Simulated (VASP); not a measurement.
# SiC (P6_3mc) in VASP: further runs

The runs below take SiC through single point, with LDA.

Everything below comes from runs of VASP 6.6.1. Logs are shortened: lines on timing, memory, paths and dates and some standing lists are left out, and cuts for length are marked.

### Step 1. The cell of the first run

It takes space group P6_3mc (No. 186, hexagonal). The conventional cell has a = 3.059 Å, b = 3.059 Å, c = 15.012 Å, α = 90.00°, β = 90.00°, γ = 120.00°. Si (site symmetry 3m) has 4 C at 1.87 to 1.88 Å within 2.5 Å. Si (site symmetry 3m) has 4 C at 1.87 to 1.88 Å within 2.5 Å. Si (site symmetry 3m) has 4 C at 1.87 to 1.88 Å within 2.5 Å. Within 2.5 Å of C (site symmetry 3m) lie 4 Si at 1.87 to 1.88 Å. Within 2.5 Å of C (site symmetry 3m) lie 4 Si at 1.87 to 1.88 Å. Within 2.5 Å of C (site symmetry 3m) lie 4 Si at 1.87 to 1.88 Å.

### Step 2. Single point, LDA

INCAR

```
  PREC = Accurate
  ENCUT = 520
  EDIFF = 1E-7
  ISMEAR = 0
  SIGMA = 0.02
  LREAL = False
  LASPH = True
  NELM = 60
  ALGO = Normal
  ISIF = 2
  LWAVE = False
  LCHARG = False
  NBANDS = 36
```

KPOINTS

```
regular mesh
0
Gamma
  12 12 2
```

POSCAR

```
SiC
1.0
    3.0592956146      0.0000000029      0.0000000000
   -1.5296478098      2.6494277185      0.0000000000
    0.0000000000      0.0000000000     15.0117117712
Si C
6 6
Direct
    0.3333333333      0.6666666667      0.8329904607
    0.6666666667      0.3333333333      0.3329904607
    0.6666666667      0.3333333333      0.6665017724
    0.3333333333      0.6666666667      0.1665017724
    0.0000000000      0.0000000000      0.4997210958
    0.0000000000      0.0000000000      0.9997210958
    0.0000000000      0.0000000000      0.8743700249
    0.0000000000      0.0000000000      0.3743700249
    0.3333333333      0.6666666667      0.7080047640
    0.6666666667      0.3333333333      0.2080047640
    0.6666666667      0.3333333333      0.5415128822
    0.3333333333      0.6666666667      0.0415128822
```

Potentials or basis: VASP PAW LDA potentials, release 64 (Si, C).

Started as:

```sh
$ cat potpaw_LDA.64/Si/POTCAR potpaw_LDA.64/C/POTCAR > POTCAR
$ mpirun -np 1 vasp_std > vasp.out
```

OUTCAR:

```text
PREC = Accurate
   ENCUT = 520
   EDIFF = 1E-7
   ISMEAR = 0
   LREAL = False
   LASPH = True
   NELM = 60
   ISIF = 2

 ion  position               nearest neighbor table
   1  0.333  0.667  0.833-   7 1.87   7 1.87   7 1.87   9 1.88   3 3.06   3 3.06   3 3.06   6 3.06
                             6 3.06   6 3.06
   2  0.667  0.333  0.333-   8 1.87   8 1.87   8 1.87  10 1.88   4 3.06   4 3.06   4 3.06   5 3.06
                             5 3.06   5 3.06
   3  0.667  0.333  0.667-   9 1.87   9 1.87   9 1.87  11 1.88   1 3.06   1 3.06   1 3.06   5 3.06
                             5 3.06   5 3.06
   4  0.333  0.667  0.167-  10 1.87  10 1.87  10 1.87  12 1.88   2 3.06   2 3.06   2 3.06   6 3.06
                             6 3.06   6 3.06
   5  0.000  0.000  0.500-  11 1.87  11 1.87  11 1.87   8 1.88   2 3.06   2 3.06   2 3.06   3 3.06
                             3 3.06   3 3.06
   6  0.000  0.000  1.000-  12 1.87  12 1.87  12 1.87   7 1.88   1 3.06   1 3.06   1 3.06   4 3.06
                             4 3.06   4 3.06
   7  0.000  0.000  0.874-   1 1.87   1 1.87   1 1.87   6 1.88
   8  0.000  0.000  0.374-   2 1.87   2 1.87   2 1.87   5 1.88
   9  0.333  0.667  0.708-   3 1.87   3 1.87   3 1.87   1 1.88
  10  0.667  0.333  0.208-   4 1.87   4 1.87   4 1.87   2 1.88
  11  0.667  0.333  0.542-   5 1.87   5 1.87   5 1.87   3 1.88
  12  0.333  0.667  0.042-   6 1.87   6 1.87   6 1.87   4 1.88

  LATTYP: Found a hexagonal cell.
 ALAT       =     3.0592956146
 C/A-ratio  =     4.9069176903

  Lattice vectors:

 A1 = (   3.0592956146,   0.0000000029,   0.0000000000)
 A2 = (  -1.5296478098,   2.6494277185,   0.0000000000)
 A3 = (   0.0000000000,   0.0000000000,  15.0117117712)

Analysis of symmetry for initial positions (statically):
=====================================================================
 Subroutine PRICEL returns:
 Original cell was already a primitive cell.

 Routine SETGRP: Setting up the symmetry group for a
 hexagonal supercell.

 Subroutine GETGRP returns: Found 12 space group operations
 (whereof  6 operations were pure point group operations)
 out of a pool of 24 trial point group operations.

The static configuration has the point symmetry C_3v.
 The point group associated with its full space group is C_6v.

Analysis of symmetry for dynamics (positions and initial velocities):
=====================================================================
 Subroutine PRICEL returns:
 Original cell was already a primitive cell.

 Routine SETGRP: Setting up the symmetry group for a
 hexagonal supercell.

 Subroutine GETGRP returns: Found 12 space group operations
 (whereof  6 operations were pure point group operations)
 out of a pool of 24 trial point group operations.

The dynamic configuration has the point symmetry C_3v.
 The point group associated with its full space group is C_6v.

 Subroutine INISYM returns: Found 12 space group operations
 (whereof  6 operations are pure point group operations),
 and found     1 'primitive' translations

----------------------------------------------------------------------------------------

                                     Primitive cell

  volume of cell :     121.6757

  direct lattice vectors                    reciprocal lattice vectors
     3.059295615  0.000000003  0.000000000     0.326872629  0.188720001  0.000000000
    -1.529647810  2.649427719  0.000000000    -0.000000000  0.377440001  0.000000000
     0.000000000  0.000000000 15.011711771     0.000000000  0.000000000  0.066614655

  length of vectors
     3.059295615  3.059295615 15.011711771     0.377440001  0.377440001  0.066614655

  position of ions in fractional coordinates (direct lattice)
     0.333333333  0.666666667  0.832990461
     0.666666667  0.333333333  0.332990461
     0.666666667  0.333333333  0.666501772
     0.333333333  0.666666667  0.166501772
     0.000000000  0.000000000  0.499721096
     0.000000000  0.000000000  0.999721096
     0.000000000  0.000000000  0.874370025
     0.000000000  0.000000000  0.374370025
     0.333333333  0.666666667  0.708004764
     0.666666667  0.333333333  0.208004764
     0.666666667  0.333333333  0.541512882
     0.333333333  0.666666667  0.041512882

  ion indices of the primitive-cell ions
   primitive index   ion index
                 1           1
                 2           2
                 3           3
                 4           4
                 5           5
                 6           6
                 7           7
                 8           8
                 9           9
                10          10
                11          11
                12          12

----------------------------------------------------------------------------------------

 KPOINTS: regular mesh

Automatic generation of k-mesh.
 Grid dimensions read from file:
 generate k-points for:   12   12    2

 Generating k-lattice:

  Cartesian coordinates                     Fractional coordinates (reciprocal lattice)
     0.027239386  0.015726667  0.000000000     0.083333333 -0.000000000  0.000000000
    -0.000000000  0.031453333  0.000000000     0.000000000  0.083333333  0.000000000
     0.000000000  0.000000000  0.033307327     0.000000000  0.000000000  0.500000000

  Length of vectors
     0.031453333  0.031453333  0.033307327

  Shift w.r.t. Gamma in fractional coordinates (k-lattice)
     0.000000000  0.000000000  0.000000000

 Subroutine IBZKPT returns following result:
 ===========================================

 Found     38 irreducible k-points:

 Following reciprocal coordinates:
            Coordinates               Weight
  0.000000  0.000000  0.000000      1.000000
  0.083333  0.000000  0.000000      6.000000
  0.166667  0.000000  0.000000      6.000000
  0.250000  0.000000  0.000000      6.000000
  0.333333  0.000000  0.000000      6.000000
  0.416667  0.000000  0.000000      6.000000
[... 16 lines left out ...]
  0.250000  0.000000  0.500000      6.000000
  0.333333  0.000000  0.500000      6.000000
 [... further k-points ...]
   k-points           NKPTS =     38   k-points in BZ     NKDIM =     38   number of bands    NBANDS=     36
   number of dos      NEDOS =    301   number of ions     NIONS =     12
   total plane-waves  NPLWV =  64512
   dimension x,y,z NGX =    24 NGY =   24 NGZ =  112
   dimension x,y,z NGXF=    48 NGYF=   48 NGZF=  224
   ions per type =               6   6
   NGX,Y,Z   is equivalent  to a cutoff of  13.04, 13.04, 12.40 a.u.
   NGXF,Y,Z  is equivalent  to a cutoff of  26.08, 26.08, 24.81 a.u.
 SYSTEM =  unknown system
   PREC   = accura    normal or accurate (medium, high low for compatibility)
   ISTART =      0    job   : 0-new  1-cont  2-samecut
   ICHARG =      2    charge: 1-file 2-atom 10-const
   ISPIN  =      1    spin polarized calculation?
   LNONCOLLINEAR =      F non collinear calculations
   LSORBIT =      F    spin-orbit coupling
   LASPH  =      T    aspherical Exc in radial PAW
   ENCUT  =  520.0 eV  38.22 Ry    6.18 a.u.   5.69  5.69 27.91*2*pi/ulx,y,z
   NELM   =     60;   NELMIN=  2; NELMDL= -5     # of ELM steps
   EDIFF  = 0.1E-06   stopping-criterion for ELM
   LREAL  =      F    real-space projection
   EDIFFG = 0.1E-05   stopping-criterion for IOM
   NSW    =      0    number of steps for IOM
   IBRION =     -1    ionic relax: 0-MD 1-quasi-New 2-CG
   NFREE  =      0    steps in history (QN), initial steepest desc. (CG)
   ISIF   =      2    stress and relaxation
   ISYM   =      2    0-nonsym 1-usesym 2-fastsym
   POTIM  = 0.5000    time-step for ionic-motion
   TEBEG  =    0.0;   TEEND  =   0.0 temperature during run
   PSTRESS=    0.0 pullay stress
   NELECT =      48.0000    total number of electrons
   NUPDOWN=      -1.0000    fix difference up-down
   EMIN   =  10.00;   EMAX   =-10.00  energy-range for DOS
   EFERMI =   0.00;   METHOD = LEGACY
   ISMEAR =     0;   SIGMA  =   0.02  broadening in eV -4-tet -1-fermi 0-gaus
   EFERMI_NEDOS =   21; number of points for ismear=-14 and -15
   IALGO  =     38    algorithm
   IMIX   =      4    mixing-type and parameters
     AMIX     =   0.40;   BMIX     =  1.00
     AMIX_MAG =   1.60;   BMIX_MAG =  1.00
  volume/ion in A,a.u.               =      10.14        68.43
  Fermi-wavevector in a.u.,A,eV,Ry     =   1.200662  2.268922 19.614003  1.441589
  Thomas-Fermi vector in A             =   2.336492
   LORBIT       =      0    0 simple, 1 ext, 2 COOP (PROOUT), +10 PAW based schemes
   GGA     = CA    functional components
   LHFCALC =     F    Hartree Fock is set to
   AEXX    =    0.0000 exact exchange contribution
   IVDW    =     0    specifies the selected vdW correction
   LEPSILON=     F    determine dielectric tensor
   LRPA    =     F    only Hartree local field effects (RPA)
 non-spin polarized calculation
 Gauss-broadening in eV      SIGMA  =   0.02
  energy-cutoff  :      520.00
  volume of cell :      121.68
 maximum number of plane-waves:      3319
 NGX is ok and might be reduce to    24
   NGX = 11   NGY = 11   NGZ = 55

 number of electron      47.9999996 magnetization

 Free energy of the ion-electron system (eV)
  ---------------------------------------------------
  ext. energy  EPLUGINS =         0.00000000
  ---------------------------------------------------
  free energy    TOTEN  =       -99.86913856 eV

  energy without entropy =      -99.86913856  energy(sigma->0) =      -99.86913856

 E-fermi :   8.4558     XC(G=0): -11.6405

 val. band max:        8.3383201278   @ k =   0.0000   0.0000   0.0000
 cond. band min:      10.3039072845   @ k =   0.5000   0.0000   0.0000
 fundamental gap:      1.9655871567
 Fermi energy:         8.4557630387

 k-point     1 :       0.0000    0.0000    0.0000
  band No.  band energies     occupation
      1      -7.1887      2.00000
      2      -6.6566      2.00000
      3      -6.6210      2.00000
      4      -5.0885      2.00000
      5      -5.0602      2.00000
      6      -3.4948      2.00000
[... 28 lines left out ...]
     35      15.7307      0.00000
     36      15.8023      0.00000
[... 866 lines left out ...]
      6      -2.5374      2.00000
[... 28 lines left out ...]
     35      16.2452      0.00000
     36      16.2463      0.00000

 [... further k-points ...]

------------------------ aborting loop because EDIFF is reached ----------------------------------------

  FORCE on cell =-STRESS in cart. coord.  units (eV):
  Direction    XX          YY          ZZ          XY          YZ          ZX
  --------------------------------------------------------------------------------------
  -------------------------------------------------------------------------------------
  Total        0.2954092      0.2954092      0.2837409      0.0000000      0.0000000      0.0000000
  in kB        3.8898318      3.8898318      3.7361888      0.0000000      0.0000000      0.0000000
  external PRESSURE =       3.8386174 kB  Pullay stress =       0.0000000 kB

 VOLUME and BASIS-vectors are now :
 -----------------------------------------------------------------------------
  energy-cutoff  :      520.00
  volume of cell :      121.68
      direct lattice vectors                 reciprocal lattice vectors
     3.059295615  0.000000003  0.000000000     0.326872629  0.188720001  0.000000000
    -1.529647810  2.649427719  0.000000000    -0.000000000  0.377440001  0.000000000
     0.000000000  0.000000000 15.011711771     0.000000000  0.000000000  0.066614655

 POSITION                                       TOTAL-FORCE (eV/Angst)
 -----------------------------------------------------------------------------------
     -0.00000      1.76629     12.50461        -0.000000      0.000000     -0.001320
      1.52965      0.88314      4.99876         0.000000     -0.000000     -0.001320
      1.52965      0.88314     10.00533         0.000000     -0.000000     -0.000325
     -0.00000      1.76629      2.49948        -0.000000      0.000000     -0.000325
      0.00000      0.00000      7.50167         0.000000      0.000000      0.001992
      0.00000      0.00000     15.00752        -0.000000     -0.000000      0.001992
      0.00000      0.00000     13.12579         0.000000      0.000000      0.000235
      0.00000      0.00000      5.61993        -0.000000     -0.000000      0.000235
     -0.00000      1.76629     10.62836        -0.000000      0.000000     -0.000444
      1.52965      0.88314      3.12251         0.000000     -0.000000     -0.000444
      1.52965      0.88314      8.12904         0.000000      0.000000     -0.000138
     -0.00000      1.76629      0.62318        -0.000000      0.000000     -0.000138
 -----------------------------------------------------------------------------------
    total drift:                               -0.000000     -0.000000      0.000205

  FREE ENERGIE OF THE ION-ELECTRON SYSTEM (eV)
  ---------------------------------------------------
  free  energy   TOTEN  =       -99.8691385601 eV

  energy  without entropy=      -99.8691385601  energy(sigma->0) =      -99.86913856
```

Wall time 3 min (1 thread of Intel Xeon Platinum 8175M at 2.50GHz (Skylake/Cascade Lake), shared host); peak memory 0.26 GiB.

What came out:

* Free energy: -99.8691 eV
* Pressure: 0.4 GPa
* Band gap on the k mesh: 1.97 eV (least direct gap 3.07 eV)

A k mesh can miss the band edges.

### Step 3. Single point, LDA

INCAR

```
SYSTEM = SiC
PREC = Accurate ; ENCUT = 520
EDIFF = 1E-6 ; ISMEAR = 0
SIGMA = 0.02 ; LREAL = .FALSE.
LASPH = .TRUE. ; NELM = 60
ALGO = Normal ; ISIF = 2
LWAVE = .FALSE. ; LCHARG = .FALSE.
GGA = CA ; NBANDS = 36
```

KPOINTS

```
Automatic mesh
0
G
  12 12 2
  0 0 0
```

POSCAR is that of step 2.

Potentials or basis: VASP PAW LDA potentials, release 64 (Si, C).

Started as:

```sh
$ cat potpaw_LDA.64/Si/POTCAR potpaw_LDA.64/C/POTCAR > POTCAR
$ mpirun -np 1 vasp_std > vasp.out
```

Run time: 2.9 min. Hardware: 1 thread of Intel Xeon Platinum 8175M at 2.50GHz (Skylake/Cascade Lake), shared host; peak memory 0.26 GiB.

The run converged. Its results:

- Free energy: -99.8691 eV
- Pressure: 0.4 GPa
- Band gap on the k mesh: 1.97 eV (least direct gap 3.07 eV)

Levels at points of the mesh, in eV from the valence-band top:
```csv
k point,band 22,band 23,band 24,band 25,band 26,band 27
"(0.00, 0.00, 0.00)",-0.04,0.00,0.00,5.31,5.48,5.90
"(0.50, 0.00, 0.00)",-1.80,-1.69,-1.11,1.97,2.16,3.16
"(0.00, 0.00, 0.50)",-0.10,-0.10,-0.10,5.38,5.38,6.12
"(0.50, 0.00, 0.50)",-1.73,-1.32,-1.32,2.01,2.01,3.38
```

A k mesh can miss the band edges.

[end of part 1 of 3]
